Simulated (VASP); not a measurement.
# Te (C2/m) in VASP: notebook

Te is run at these levels: PBE; tasks: single point.

Everything below comes from runs of VASP 6.6.1. Logs are shortened: lines on timing, memory, paths and dates and some standing lists are left out, and cuts for length are marked.

### 1 The cell of the first run

The structure is monoclinic, space group C2/m (No. 12). Conventional cell: a = 7.667 Å, b = 4.393 Å, c = 5.877 Å, α = 90.00°, β = 90.40°, γ = 90.00°. Te (site symmetry m) has 6 Te at 3.09 to 3.42 Å within 4.1 Å. Within 4.1 Å of Te (site symmetry 2/m) lie 6 Te at 3.11 to 3.28 Å.

### 2 Single point, PBE

The input, INCAR:

```
SYSTEM = Te
  PREC = Accurate
  ENCUT = 520
  EDIFF = 1E-6
  ISMEAR = 0
  SIGMA = 0.1
  LREAL = .FALSE.
  LASPH = .TRUE.
  NELM = 100
  ALGO = Fast
  ISIF = 2
  LWAVE = .FALSE.
  LCHARG = .FALSE.
  GGA = PE
  NBANDS = 16
```

The input, KPOINTS:

```
regular mesh
0
G
  12 12 8
  0 0 0
```

The input, POSCAR:

```
Te
1.0
    3.8336984434     -2.1966042501      0.0174124277
    3.8336984434      2.1966042501      0.0174124277
   -0.0673835084      0.0000000000      5.8767643660
Te
3
Direct
    0.6850785210      0.6850785210      0.6638734163
    0.3149214790      0.3149214790      0.3361265837
    0.0000000000      0.0000000000      0.0000000000
```

Potentials or basis: VASP PAW PBE potentials, release 64 (Te).

On the command line:

```console
$ cat potpaw_PBE.64/Te/POTCAR > POTCAR
$ mpirun -np 1 vasp_std > vasp.out
```

OUTCAR:

```text
SYSTEM = Te
   PREC = Accurate
   ENCUT = 520
   EDIFF = 1E-6
   ISMEAR = 0
   LREAL = .FALSE.
   LASPH = .TRUE.
   NELM = 100
   ISIF = 2
   GGA = PE

 ion  position               nearest neighbor table
   1  0.685  0.685  0.664-   2 3.09   2 3.09   3 3.11   3 3.28   3 3.28   2 3.42
   2  0.315  0.315  0.336-   1 3.09   1 3.09   3 3.11   3 3.28   3 3.28   1 3.42
   3  0.000  0.000  0.000-   1 3.11   2 3.11   1 3.28   1 3.28   2 3.28   2 3.28

  LATTYP: Found a base centered monoclinic cell.
 ALAT       =     7.6674759726
 B/A-ratio  =     0.5729667124
 C/A-ratio  =     0.7665039561
 COS(beta)  =    -0.0069236235

  Lattice vectors:

 A1 = (   3.8336984434,  -2.1966042501,   0.0174124277)
 A2 = (   3.8336984434,   2.1966042501,   0.0174124277)
 A3 = (  -0.0673835084,   0.0000000000,   5.8767643660)

Analysis of symmetry for initial positions (statically):
=====================================================================
 Subroutine PRICEL returns:
 Original cell was already a primitive cell.

 Routine SETGRP: Setting up the symmetry group for a
 base centered monoclinic supercell.

 Subroutine GETGRP returns: Found  4 space group operations
 (whereof  4 operations were pure point group operations)
 out of a pool of  4 trial point group operations.

The static configuration has the point symmetry C_2h.

Analysis of symmetry for dynamics (positions and initial velocities):
=====================================================================
 Subroutine PRICEL returns:
 Original cell was already a primitive cell.

 Routine SETGRP: Setting up the symmetry group for a
 base centered monoclinic supercell.

 Subroutine GETGRP returns: Found  4 space group operations
 (whereof  4 operations were pure point group operations)
 out of a pool of  4 trial point group operations.

The dynamic configuration has the point symmetry C_2h.

 Subroutine INISYM returns: Found  4 space group operations
 (whereof  4 operations are pure point group operations),
 and found     1 'primitive' translations

----------------------------------------------------------------------------------------

                                     Primitive cell

  volume of cell :      98.9830

  direct lattice vectors                    reciprocal lattice vectors
     3.833698443 -2.196604250  0.017412428     0.130415569 -0.227624070  0.001495357
     3.833698443  2.196604250  0.017412428     0.130415569  0.227624070  0.001495357
    -0.067383508  0.000000000  5.876764366    -0.000772824  0.000000000  0.170152802

  length of vectors
     4.418440582  4.418440582  5.877150666     0.262341712  0.262341712  0.170154557

  position of ions in fractional coordinates (direct lattice)
     0.685078521  0.685078521  0.663873416
     0.314921479  0.314921479  0.336126584
     0.000000000  0.000000000  0.000000000

  ion indices of the primitive-cell ions
   primitive index   ion index
                 1           1
                 2           2
                 3           3

----------------------------------------------------------------------------------------

 KPOINTS: regular mesh

Automatic generation of k-mesh.
 Grid dimensions read from file:
 generate k-points for:   12   12    8

 Generating k-lattice:

  Cartesian coordinates                     Fractional coordinates (reciprocal lattice)
     0.010867964 -0.018968673  0.000124613     0.083333333  0.000000000  0.000000000
     0.010867964  0.018968673  0.000124613     0.000000000  0.083333333  0.000000000
    -0.000096603  0.000000000  0.021269100     0.000000000  0.000000000  0.125000000

  Length of vectors
     0.021861809  0.021861809  0.021269320

  Shift w.r.t. Gamma in fractional coordinates (k-lattice)
     0.000000000  0.000000000  0.000000000

 Subroutine IBZKPT returns following result:
 ===========================================

 Found    320 irreducible k-points:

 Following reciprocal coordinates:
            Coordinates               Weight
  0.000000  0.000000  0.000000      1.000000
  0.083333  0.000000 -0.000000      4.000000
  0.166667  0.000000  0.000000      4.000000
  0.250000  0.000000  0.000000      4.000000
  0.333333  0.000000 -0.000000      4.000000
  0.416667  0.000000 -0.000000      4.000000
[... 16 lines left out ...]
  0.500000  0.166667 -0.000000      4.000000
 -0.416667  0.166667  0.000000      4.000000
 [... further k-points ...]
   k-points           NKPTS =    320   k-points in BZ     NKDIM =    320   number of bands    NBANDS=     16
   number of dos      NEDOS =    301   number of ions     NIONS =      3
   total plane-waves  NPLWV =  62208
   dimension x,y,z NGX =    36 NGY =   36 NGZ =   48
   dimension x,y,z NGXF=    72 NGYF=   72 NGZF=   96
   ions per type =               3
   NGX,Y,Z   is equivalent  to a cutoff of  13.55, 13.55, 13.58 a.u.
   NGXF,Y,Z  is equivalent  to a cutoff of  27.09, 27.09, 27.16 a.u.
 SYSTEM =  Te
   PREC   = accura    normal or accurate (medium, high low for compatibility)
   ISTART =      0    job   : 0-new  1-cont  2-samecut
   ICHARG =      2    charge: 1-file 2-atom 10-const
   ISPIN  =      1    spin polarized calculation?
   LNONCOLLINEAR =      F non collinear calculations
   LSORBIT =      F    spin-orbit coupling
   LASPH  =      T    aspherical Exc in radial PAW
   ENCUT  =  520.0 eV  38.22 Ry    6.18 a.u.   8.22  8.22 10.93*2*pi/ulx,y,z
   NELM   =    100;   NELMIN=  2; NELMDL= -5     # of ELM steps
   EDIFF  = 0.1E-05   stopping-criterion for ELM
   LREAL  =      F    real-space projection
[... 7 lines left out ...]
   TEBEG  =    0.0;   TEEND  =   0.0 temperature during run
   PSTRESS=    0.0 pullay stress
   NELECT =      18.0000    total number of electrons
   NUPDOWN=      -1.0000    fix difference up-down
   EMIN   =  10.00;   EMAX   =-10.00  energy-range for DOS
   EFERMI =   0.00;   METHOD = LEGACY
   ISMEAR =     0;   SIGMA  =   0.10  broadening in eV -4-tet -1-fermi 0-gaus
   EFERMI_NEDOS =   21; number of points for ismear=-14 and -15
   IALGO  =     68    algorithm
   IMIX   =      4    mixing-type and parameters
     AMIX     =   0.40;   BMIX     =  1.00
     AMIX_MAG =   1.60;   BMIX_MAG =  1.00
  volume/ion in A,a.u.               =      32.99       222.66
  Fermi-wavevector in a.u.,A,eV,Ry     =   0.927496  1.752714 11.704400  0.860249
  Thomas-Fermi vector in A             =   2.053572
   LORBIT       =      0    0 simple, 1 ext, 2 COOP (PROOUT), +10 PAW based schemes
   GGA     = PE    functional components
   LHFCALC =     F    Hartree Fock is set to
   AEXX    =    0.0000 exact exchange contribution
   IVDW    =     0    specifies the selected vdW correction
   LEPSILON=     F    determine dielectric tensor
   LRPA    =     F    only Hartree local field effects (RPA)
 non-spin polarized calculation
 RMM-DIIS sequential band-by-band and
 Gauss-broadening in eV      SIGMA  =   0.10
  energy-cutoff  :      520.00
  volume of cell :       98.98
 maximum number of plane-waves:      2682
 NGX is ok and might be reduce to    36
   NGX = 17   NGY = 17   NGZ = 21

 number of electron      18.0000000 magnetization

 Free energy of the ion-electron system (eV)
  ---------------------------------------------------
  ext. energy  EPLUGINS =         0.00000000
  ---------------------------------------------------
  free energy    TOTEN  =        -9.30972149 eV

  energy without entropy =       -9.30369406  energy(sigma->0) =       -9.30670778

 E-fermi :   6.3266     XC(G=0):  -9.2406

 val. band max:        6.3198295076   @ k =   0.1667   0.0000   0.2500
 cond. band min:       6.3368722803   @ k =   0.3333   0.0833   0.2500
 fundamental gap:      0.0170427728
 Fermi energy:         6.3266230928

 k-point     1 :       0.0000    0.0000    0.0000
  band No.  band energies     occupation
      1      -7.2466      2.00000
      2      -4.0298      2.00000
      3      -3.9605      2.00000
      4       3.6675      2.00000
      5       3.6806      2.00000
      6       4.1015      2.00000
[... 8 lines left out ...]
     15      12.3473      0.00000
     16      12.4689      0.00000

 k-point     2 :       0.0833    0.0000   -0.0000
  band No.  band energies     occupation
      1      -7.1907      2.00000
      2      -4.0271      2.00000
      3      -3.9657      2.00000
      4       2.9913      2.00000
      5       3.3803      2.00000
      6       3.6420      2.00000
[... 8 lines left out ...]
     15      12.3820      0.00000
     16      12.6270      0.00000

 k-point     3 :       0.1667    0.0000    0.0000
  band No.  band energies     occupation
      1      -7.0245      2.00000
      2      -4.0669      2.00000
      3      -3.9550      2.00000
      4       2.2018      2.00000
      5       2.8781      2.00000
      6       3.1788      2.00000
[... 8 lines left out ...]
     15      12.3667      0.00000
     16      13.0282      0.00000

 k-point     4 :       0.2500    0.0000    0.0000
  band No.  band energies     occupation
      1      -6.7537      2.00000
      2      -4.2260      2.00000
      3      -3.9064      2.00000
      4       1.6821      2.00000
      5       2.4080      2.00000
      6       2.7990      2.00000
[... 8 lines left out ...]
     15      12.6750      0.00000
     16      13.7502      0.00000

 k-point     5 :       0.3333    0.0000   -0.0000
  band No.  band energies     occupation
      1      -6.3893      2.00000
      2      -4.5265      2.00000
      3      -3.8472      2.00000
      4       1.5072      2.00000
      5       2.0401      2.00000
      6       2.5152      2.00000
[... 8 lines left out ...]
     15      13.3216      0.00000
     16      14.6085      0.00000

 k-point     6 :       0.4167    0.0000   -0.0000
  band No.  band energies     occupation
      1      -5.9524      2.00000
      2      -4.9462      2.00000
      3      -3.7994      2.00000
      4       1.6393      2.00000
      5       1.8408      2.00000
      6       2.3358      2.00000
[... 8 lines left out ...]
     15      14.2579      0.00000
     16      15.2118      0.00000

 k-point     7 :       0.5000    0.0000    0.0000
  band No.  band energies     occupation
      1      -5.5640      2.00000
      2      -5.3345      2.00000
      3      -3.7810      2.00000
      4       1.6735      2.00000
      5       2.0608      2.00000
      6       2.2180      2.00000
[... 8 lines left out ...]
     15      14.5994      0.00000
     16      15.3389      0.00000

 k-point     8 :       0.0833    0.0833   -0.0000
  band No.  band energies     occupation
      1      -7.1923      2.00000
      2      -4.0407      2.00000
      3      -3.9506      2.00000
      4       2.9559      2.00000
      5       3.4658      2.00000
      6       3.5747      2.00000
[... 8 lines left out ...]
     15      12.3330      0.00000
     16      12.6582      0.00000

 k-point     9 :       0.1667    0.0833   -0.0000
  band No.  band energies     occupation
      1      -7.0829      2.00000
      2      -4.0546      2.00000
      3      -3.9513      2.00000
      4       2.5135      2.00000
      5       2.6341      2.00000
      6       3.8342      2.00000
[... 8 lines left out ...]
     15      12.6696      0.00000
     16      12.7801      0.00000
[... 172 lines left out ...]
 k-point    19 :       0.1667    0.1667   -0.0000
  band No.  band energies     occupation
      1      -7.0313      2.00000
      2      -4.0804      2.00000
      3      -3.9357      2.00000
      4       2.1588      2.00000
      5       2.9954      2.00000
      6       3.0916      2.00000
[... 8 lines left out ...]
     15      12.3673      0.00000
     16      13.2254      0.00000

 k-point    20 :       0.2500    0.1667   -0.0000
  band No.  band energies     occupation
      1      -6.8716      2.00000
      2      -4.1201      2.00000
      3      -3.9518      2.00000
      4       1.8670      2.00000
      5       2.2671      2.00000
      6       3.4223      2.00000
[... 8 lines left out ...]
     15      13.0518      0.00000
     16      13.1165      0.00000

 k-point    21 :       0.3333    0.1667    0.0000
  band No.  band energies     occupation
      1      -6.6096      2.00000
      2      -4.2019      2.00000
      3      -4.0193      2.00000
      4       1.6905      2.00000
      5       1.7798      2.00000
      6       3.5600      2.00000
[... 8 lines left out ...]
     15      13.1913      0.00000
     16      14.2904      0.00000

 k-point    22 :       0.4167    0.1667    0.0000
  band No.  band energies     occupation
      1      -6.2566      2.00000
      2      -4.4400      2.00000
      3      -4.0620      2.00000
      4       1.6118      2.00000
      5       1.6751      2.00000
      6       3.1328      2.00000
[... 8 lines left out ...]
     15      13.6723      0.00000
     16      15.1113      0.00000

 k-point    23 :       0.5000    0.1667   -0.0000
  band No.  band energies     occupation
      1      -5.8336      2.00000
      2      -4.8300      2.00000
      3      -4.0701      2.00000
      4       1.7456      2.00000
      5       1.8228      2.00000
      6       2.6494      2.00000
[... 8 lines left out ...]
     15      14.0783      0.00000
     16      14.8292      0.00000

 k-point    24 :      -0.4167    0.1667    0.0000
  band No.  band energies     occupation
      1      -5.4353      2.00000
      2      -5.2286      2.00000
      3      -4.0670      2.00000
      4       1.8765      2.00000
      5       2.1429      2.00000
      6       2.3813      2.00000
[... 8 lines left out ...]
     15      13.0865      0.00000
     16      15.2904      0.00000

 [... further k-points ...]

------------------------ aborting loop because EDIFF is reached ----------------------------------------

  FORCE on cell =-STRESS in cart. coord.  units (eV):
  Direction    XX          YY          ZZ          XY          YZ          ZX
  --------------------------------------------------------------------------------------
  -------------------------------------------------------------------------------------
  Total       -0.0361977     -0.0220810     -0.0258163      0.0000000      0.0000000     -0.0119008
  in kB       -0.5859094     -0.3574112     -0.4178732      0.0000000      0.0000000     -0.1926304
  external PRESSURE =      -0.4537313 kB  Pullay stress =       0.0000000 kB

 VOLUME and BASIS-vectors are now :
 -----------------------------------------------------------------------------
  energy-cutoff  :      520.00
  volume of cell :       98.98
      direct lattice vectors                 reciprocal lattice vectors
     3.833698443 -2.196604250  0.017412428     0.130415569 -0.227624070  0.001495357
     3.833698443  2.196604250  0.017412428     0.130415569  0.227624070  0.001495357
    -0.067383508  0.000000000  5.876764366    -0.000772824  0.000000000  0.170152802

 POSITION                                       TOTAL-FORCE (eV/Angst)
 -----------------------------------------------------------------------------------
      5.20803      0.00000      3.92529        -0.001103      0.000000      0.005262
      2.39198      0.00000      1.98630         0.001103      0.000000     -0.005262
      0.00000      0.00000      0.00000        -0.000000     -0.000000      0.000000
 -----------------------------------------------------------------------------------
    total drift:                               -0.000000      0.000000      0.000000

  FREE ENERGIE OF THE ION-ELECTRON SYSTEM (eV)
  ---------------------------------------------------
  free  energy   TOTEN  =        -9.3097214941 eV

  energy  without entropy=       -9.3036940571  energy(sigma->0) =       -9.30670778
```

It took 2.6 min on 1 thread of Intel Xeon 6975P-C (Granite Rapids), shared host; peak memory 0.53 GiB.

Results:

| Property | Result |
| --- | --- |
| Free energy | -9.3097 eV |
| Pressure | 0.0 GPa |
| Largest force | 0.005 eV/Å |
| Band gap on the k mesh | zero (bands 9 and 10 overlap by 0.60 eV) |

Forces in eV/Å, atoms in the order of the input:
```
Te  -0.001  0.000  0.005
Te   0.001  0.000 -0.005
Te   0.000  0.000  0.000
```

Caveat: spin-orbit coupling is left out, which moves the levels of the heavy elements.

### 3 Single point, PBE

This run uses another cell than the first one, of 32.70 Å³/atom.

The input, INCAR:

```
SYSTEM = Te
ALGO     = Normal         ! electronic algorithm
EDIFF    = 1E-6           ! SCF threshold, eV
ENCUT    = 520            ! plane-wave cutoff, eV
GGA      = PE             ! functional
ISIF     = 2              ! what is computed and relaxed
ISMEAR   = 0              ! smearing method
LASPH    = .True.         ! aspherical terms in the spheres
LCHARG   = .False.        ! write CHGCAR
LREAL    = .False.        ! projectors in reciprocal space
LWAVE    = .False.        ! write WAVECAR
NBANDS   = 16             ! bands
NELM     = 100            ! most SCF steps
PREC     = Accurate       ! precision mode
SIGMA    = 0.1            ! smearing width, eV
```

The input, KPOINTS:

```
k-points
0
Gamma
  6 6 4
  0 0 0
```

The input, POSCAR:

```
Te
1.0
    3.8202894285     -2.1482026000      0.0000000000
    3.8202894285      2.1482026000      0.0000000000
   -0.0942908673      0.0000000000      5.9760906531
Te
3
Direct
    0.6905533900      0.6905533900      0.6611905100
    0.3094466100      0.3094466100      0.3388094900
    0.0000000000      0.0000000000      0.0000000000
```

Potentials or basis: VASP PAW PBE potentials, release 64 (Te).

On the command line:

```console
$ cat potpaw_PBE.64/Te/POTCAR > POTCAR
$ mpirun -np 1 vasp_std > vasp.out
```

It took 27 s on 1 thread of Intel Xeon 6975P-C (Granite Rapids), shared host; peak memory 0.25 GiB.

Results (log left out):

- Free energy: -9.2839 eV
- Pressure: 0.6 GPa
- Largest force: 0.056 eV/Å
- Band gap on the k mesh: zero (bands 9 and 10 overlap by 0.34 eV)

Forces in eV/Å, atoms in the order of the input:
```
Te  -0.053  0.000  0.019
Te   0.053  0.000 -0.019
Te   0.000  0.000  0.000
```

Stress tensor (GPa, compression positive):
```
 0.46  0.00 -0.19
 0.00  0.92  0.00
-0.19  0.00  0.34
```

Levels at points of the mesh, in eV from the Fermi level:
| k point | band 5 | band 6 | band 7 | band 8 | band 9 | band 10 | band 11 | band 12 | band 13 | band 14 |
| --- | --- | --- | --- | --- | --- | --- | --- | --- | --- | --- |
| (0.00, 0.00, 0.00) | -2.75 | -2.28 | -2.07 | -1.69 | -1.48 | 0.92 | 0.95 | 1.50 | 4.70 | 5.11 |
| (0.50, 0.00, 0.00) | -4.52 | -4.17 | -3.86 | -0.67 | -0.67 | 0.21 | 0.32 | 2.38 | 3.54 | 7.93 |
| (0.50, 0.50, 0.00) | -4.24 | -4.12 | -4.02 | -0.40 | -0.17 | 0.01 | 0.20 | 2.41 | 3.63 | 7.77 |
| (0.00, 0.00, 0.50) | -2.75 | -2.67 | -1.25 | -0.85 | -0.38 | -0.19 | -0.17 | 0.16 | 3.74 | 4.90 |
| (0.50, 0.00, 0.50) | -3.66 | -3.48 | -2.80 | -2.68 | -0.27 | 0.22 | 1.94 | 2.62 | 4.29 | 4.58 |
| (0.50, 0.50, 0.50) | -3.34 | -3.28 | -3.16 | -2.61 | -0.13 | 0.24 | 2.28 | 2.39 | 4.25 | 4.54 |

Caveat: spin-orbit coupling is left out, which moves the levels of the heavy elements.
